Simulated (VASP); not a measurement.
# AlN (F-43m) in VASP: a series of runs, part 2 of 2

VASP 6.6.1.

## Step 3: Single point, PBE

INCAR reads:

```
ALGO     = Normal         # electronic algorithm
EDIFF    = 1E-6           # SCF threshold, eV
ENCUT    = 520            # plane-wave cutoff, eV
GGA      = PE             # functional
ISIF     = 2              # what is computed and relaxed
ISMEAR   = 0              # smearing method
LASPH    = T              # aspherical terms in the spheres
LCHARG   = T              # write CHGCAR
LELF     = T              # ELF
LREAL    = F              # projectors in reciprocal space
LVHAR    = T            
LWAVE    = F              # write WAVECAR
NBANDS   = 16             # bands
NELM     = 100            # most SCF steps
PREC     = Accurate       # precision mode
SIGMA    = 0.02           # smearing width, eV
```

KPOINTS reads:

```
k-points
0
Gamma
  8 8 6
```

POSCAR reads:

```
AlN
1.0
    2.2346109120      2.2346109120      0.0000000000
   -2.2346109120      2.2346109120      0.0000000000
    0.0000000000      0.0000000000      4.4692218239
Al N
2 2
Direct
    0.0000000000      0.0000000000      0.0000000000
    0.5000000000      0.5000000000      0.5000000000
    0.5000000000      0.0000000000      0.2500000000
    0.0000000000      0.5000000000      0.7500000000
```

Potentials or basis: VASP PAW PBE potentials, release 64 (Al, N).

Started as:

```console
$ cat potpaw_PBE.64/Al/POTCAR potpaw_PBE.64/N/POTCAR > POTCAR
$ mpirun -np 1 vasp_std > vasp.out
```

OUTCAR:

```text
EDIFF = 1E-6
   ENCUT = 520
   GGA = PE
   ISIF = 2
   ISMEAR = 0
   LASPH = T
   LREAL = F
   NELM = 100
   PREC = Accurate

 ion  position               nearest neighbor table
   1  0.000  0.000  0.000-   3 1.94   4 1.94   4 1.94   3 1.94   2 3.16   2 3.16   2 3.16   2 3.16
                             2 3.16   2 3.16   2 3.16   2 3.16
   2  0.500  0.500  0.500-   3 1.94   4 1.94   3 1.94   4 1.94   1 3.16   1 3.16   1 3.16   1 3.16
                             1 3.16   1 3.16   1 3.16   1 3.16
   3  0.500  0.000  0.250-   1 1.94   2 1.94   2 1.94   1 1.94
   4  0.000  0.500  0.750-   1 1.94   2 1.94   1 1.94   2 1.94

  LATTYP: Found a simple tetragonal cell.
 ALAT       =     3.1602170584
 C/A-ratio  =     1.4142135623

  Lattice vectors:

 A1 = (   2.2346109120,   2.2346109120,   0.0000000000)
 A2 = (  -2.2346109120,   2.2346109120,   0.0000000000)
 A3 = (   0.0000000000,   0.0000000000,   4.4692218239)

Analysis of symmetry for initial positions (statically):
=====================================================================
 Subroutine PRICEL returns following result:

  LATTYP: Found a face centered cubic cell.
 ALAT       =     4.4692218239

  Lattice vectors:

 A1 = (   0.0000000000,  -2.2346109120,  -2.2346109120)
 A2 = (   2.2346109120,   0.0000000000,  -2.2346109120)
 A3 = (   2.2346109120,  -2.2346109120,   0.0000000000)

   2 primitive cells build up your supercell.

 Routine SETGRP: Setting up the symmetry group for a
 simple tetragonal supercell.

 Subroutine GETGRP returns: Found  8 space group operations
 (whereof  8 operations were pure point group operations)
 out of a pool of 16 trial point group operations.

The static configuration has the point symmetry D_2d.

Analysis of symmetry for dynamics (positions and initial velocities):
=====================================================================
 Subroutine PRICEL returns following result:

  LATTYP: Found a face centered cubic cell.
 ALAT       =     4.4692218239

  Lattice vectors:

 A1 = (   0.0000000000,  -2.2346109120,  -2.2346109120)
 A2 = (   2.2346109120,   0.0000000000,  -2.2346109120)
 A3 = (   2.2346109120,  -2.2346109120,   0.0000000000)

   2 primitive cells build up your supercell.

 Routine SETGRP: Setting up the symmetry group for a
 simple tetragonal supercell.

 Subroutine GETGRP returns: Found  8 space group operations
 (whereof  8 operations were pure point group operations)
 out of a pool of 16 trial point group operations.

The dynamic configuration has the point symmetry D_2d.

 Subroutine INISYM returns: Found  8 space group operations
 (whereof  8 operations are pure point group operations),
 and found     2 'primitive' translations

----------------------------------------------------------------------------------------

                                     Primitive cell

  volume of cell :      22.3170

  direct lattice vectors                    reciprocal lattice vectors
     0.000000000 -2.234610912 -2.234610912    -0.223752599 -0.223752599 -0.223752599
     2.234610912  0.000000000 -2.234610912     0.223752599  0.223752599 -0.223752599
     2.234610912 -2.234610912  0.000000000     0.223752599 -0.223752599  0.223752599

  length of vectors
[... 33 lines left out ...]
 ===========================================

 Found     60 irreducible k-points:

 Following reciprocal coordinates:
            Coordinates               Weight
  0.000000  0.000000  0.000000      1.000000
  0.125000  0.000000  0.000000      4.000000
  0.250000  0.000000  0.000000      4.000000
  0.375000  0.000000  0.000000      4.000000
  0.500000  0.000000  0.000000      2.000000
  0.125000  0.125000  0.000000      4.000000
[... 16 lines left out ...]
  0.375000  0.125000  0.166667     16.000000
  0.500000  0.125000  0.166667      8.000000
 [... further k-points ...]
   k-points           NKPTS =     60   k-points in BZ     NKDIM =     60   number of bands    NBANDS=     16
   number of dos      NEDOS =    301   number of ions     NIONS =      4
   total plane-waves  NPLWV =  20736
   dimension x,y,z NGX =    24 NGY =   24 NGZ =   36
   dimension x,y,z NGXF=    48 NGYF=   48 NGZF=   72
   ions per type =               2   2
   NGX,Y,Z   is equivalent  to a cutoff of  12.63, 12.63, 13.39 a.u.
   NGXF,Y,Z  is equivalent  to a cutoff of  25.25, 25.25, 26.78 a.u.
 SYSTEM =  unknown system
   PREC   = accura    normal or accurate (medium, high low for compatibility)
   ISTART =      0    job   : 0-new  1-cont  2-samecut
   ICHARG =      2    charge: 1-file 2-atom 10-const
   ISPIN  =      1    spin polarized calculation?
   LNONCOLLINEAR =      F non collinear calculations
   LSORBIT =      F    spin-orbit coupling
   LASPH  =      T    aspherical Exc in radial PAW
   ENCUT  =  520.0 eV  38.22 Ry    6.18 a.u.   5.88  5.88  8.31*2*pi/ulx,y,z
   NELM   =    100;   NELMIN=  2; NELMDL= -5     # of ELM steps
   EDIFF  = 0.1E-05   stopping-criterion for ELM
   LREAL  =      F    real-space projection
   EDIFFG = 0.1E-04   stopping-criterion for IOM
   NSW    =      0    number of steps for IOM
   IBRION =     -1    ionic relax: 0-MD 1-quasi-New 2-CG
   NFREE  =      0    steps in history (QN), initial steepest desc. (CG)
   ISIF   =      2    stress and relaxation
   ISYM   =      2    0-nonsym 1-usesym 2-fastsym
   POTIM  = 0.5000    time-step for ionic-motion
   TEBEG  =    0.0;   TEEND  =   0.0 temperature during run
   PSTRESS=    0.0 pullay stress
   NELECT =      16.0000    total number of electrons
   NUPDOWN=      -1.0000    fix difference up-down
   EMIN   =  10.00;   EMAX   =-10.00  energy-range for DOS
   EFERMI =   0.00;   METHOD = LEGACY
   ISMEAR =     0;   SIGMA  =   0.02  broadening in eV -4-tet -1-fermi 0-gaus
   EFERMI_NEDOS =   21; number of points for ismear=-14 and -15
   IALGO  =     38    algorithm
   IMIX   =      4    mixing-type and parameters
     AMIX     =   0.40;   BMIX     =  1.00
     AMIX_MAG =   1.60;   BMIX_MAG =  1.00
  volume/ion in A,a.u.               =      11.16        75.30
  Fermi-wavevector in a.u.,A,eV,Ry     =   1.162946  2.197649 18.401112  1.352444
  Thomas-Fermi vector in A             =   2.299501
   LORBIT       =      0    0 simple, 1 ext, 2 COOP (PROOUT), +10 PAW based schemes
   GGA     = PE    functional components
   LHFCALC =     F    Hartree Fock is set to
   AEXX    =    0.0000 exact exchange contribution
   IVDW    =     0    specifies the selected vdW correction
   LEPSILON=     F    determine dielectric tensor
   LRPA    =     F    only Hartree local field effects (RPA)
 non-spin polarized calculation
 Gauss-broadening in eV      SIGMA  =   0.02
  energy-cutoff  :      520.00
  volume of cell :       44.63
 maximum number of plane-waves:      1240
 NGX is ok and might be reduce to    24
   NGX = 11   NGY = 11   NGZ = 17

 number of electron      15.9999996 magnetization

 Free energy of the ion-electron system (eV)
  ---------------------------------------------------
  ext. energy  EPLUGINS =         0.00000000
  ---------------------------------------------------
  free energy    TOTEN  =       -29.64268281 eV

  energy without entropy =      -29.64268281  energy(sigma->0) =      -29.64268281

 E-fermi :   5.5020     XC(G=0): -10.6373

 val. band max:        5.3390237966   @ k =   0.0000   0.0000   0.0000
 cond. band min:       8.6186720288   @ k =   0.5000   0.5000   0.0000
 fundamental gap:      3.2796482322
 Fermi energy:         5.5020268569

 k-point     1 :       0.0000    0.0000    0.0000
  band No.  band energies     occupation
      1      -9.2542      2.00000
      2      -6.8298      2.00000
      3       0.6395      2.00000
      4       3.6385      2.00000
      5       3.6385      2.00000
      6       5.3390      2.00000
[... 433 lines left out ...]
      3       0.7496      2.00000
      4       0.7496      2.00000
      5       3.5232      2.00000
      6       3.5232      2.00000
[... 8 lines left out ...]
     15      17.4967      0.00000
     16      17.4967      0.00000

 [... further k-points ...]
[... 5 lines left out ...]
  --------------------------------------------------------------------------------------
  -------------------------------------------------------------------------------------
  Total       -2.2685194     -2.2685194     -2.2692316      0.0000000      0.0000000      0.0000000
  in kB      -81.4305465    -81.4305465    -81.4561107      0.0000000      0.0000000      0.0000000
  external PRESSURE =     -81.4390679 kB  Pullay stress =       0.0000000 kB

 VOLUME and BASIS-vectors are now :
 -----------------------------------------------------------------------------
  energy-cutoff  :      520.00
  volume of cell :       44.63
      direct lattice vectors                 reciprocal lattice vectors
     2.234610912  2.234610912  0.000000000     0.223752599  0.223752599  0.000000000
    -2.234610912  2.234610912  0.000000000    -0.223752599  0.223752599  0.000000000
     0.000000000  0.000000000  4.469221824     0.000000000  0.000000000  0.223752599

 POSITION                                       TOTAL-FORCE (eV/Angst)
 -----------------------------------------------------------------------------------
      0.00000      0.00000      0.00000        -0.000000     -0.000000      0.000000
      0.00000      2.23461      2.23461         0.000000      0.000000      0.000000
      1.11731      1.11731      1.11731        -0.000000     -0.000000     -0.000000
     -1.11731      1.11731      3.35192         0.000000      0.000000     -0.000000
 -----------------------------------------------------------------------------------
    total drift:                               -0.000000      0.000000     -0.000000

  FREE ENERGIE OF THE ION-ELECTRON SYSTEM (eV)
  ---------------------------------------------------
  free  energy   TOTEN  =       -29.6426828094 eV

  energy  without entropy=      -29.6426828094  energy(sigma->0) =      -29.64268281
```

Wall time 17 s (1 thread of AMD EPYC 9R45 (Zen 5), shared host); peak memory 0.14 GiB.

What came out:

- Free energy: -29.6427 eV
- Pressure: -8.1 GPa
- Band gap on the k mesh: 3.28 eV

A k mesh can miss the band edges.

## Step 4: Single point, PBE (equal strain along all axes, cell held: +3.0 %)

INCAR reads:

```
SYSTEM = AlN
PREC     = Accurate       ! precision mode
ENCUT    = 520            ! plane-wave cutoff, eV
EDIFF    = 1E-7           ! SCF threshold, eV
ISMEAR   = 0              ! smearing method
SIGMA    = 0.02           ! smearing width, eV
LREAL    = .FALSE.        ! projectors in reciprocal space
LASPH    = .TRUE.         ! aspherical terms in the spheres
NELM     = 100            ! most SCF steps
ALGO     = Normal         ! electronic algorithm
ISIF     = 2              ! what is computed and relaxed
LWAVE    = .FALSE.        ! write WAVECAR
LCHARG   = .FALSE.        ! write CHGCAR
GGA      = PE             ! functional
NBANDS   = 16             ! bands
```

KPOINTS reads:

```
Automatic mesh
0
G
  8 8 6
  0 0 0
```

POSCAR reads:

```
AlN
1.0
    2.2676347185      2.2676347185      0.0000000000
   -2.2676347185      2.2676347185      0.0000000000
    0.0000000000      0.0000000000      4.5352694371
Al N
2 2
Direct
    0.0000000000      0.0000000000      0.0000000000
    0.5000000000      0.5000000000      0.5000000000
    0.5000000000      0.0000000000      0.2500000000
    0.0000000000      0.5000000000      0.7500000000
```

Started as:

```console
$ cat potpaw_PBE.64/Al/POTCAR potpaw_PBE.64/N/POTCAR > POTCAR
$ mpirun -np 1 vasp_std > vasp.out
```

Run time: 17 s. Hardware: 1 thread of AMD EPYC 9R45 (Zen 5), shared host; peak memory 0.14 GiB.

It converged, with:

- Free energy: -29.4995 eV
- Pressure: -14.6 GPa
- Band gap on the k mesh: 3.23 eV

Levels at points of the mesh, in eV from the valence-band top:
```csv
k point,band 6,band 7,band 8,band 9,band 10,band 11
"(0.00, 0.00, 0.00)",0.00,0.00,0.00,3.23,3.25,7.92
"(0.50, 0.00, 0.00)",-2.30,-0.51,-0.51,7.32,7.32,8.21
"(0.50, 0.50, 0.00)",-1.65,-1.65,-1.65,3.25,3.25,7.92
"(0.00, 0.00, 0.50)",-0.91,-0.91,-0.91,5.39,5.39,9.24
"(0.50, 0.00, 0.50)",-0.47,-0.47,-0.47,6.38,6.38,9.11
"(0.50, 0.50, 0.50)",-3.07,-2.46,-2.46,5.78,5.78,10.63
```

Caveat: the cell differs from its parent crystal (equal strain along all axes, cell held: +3.0 %). A k mesh can miss the band edges.
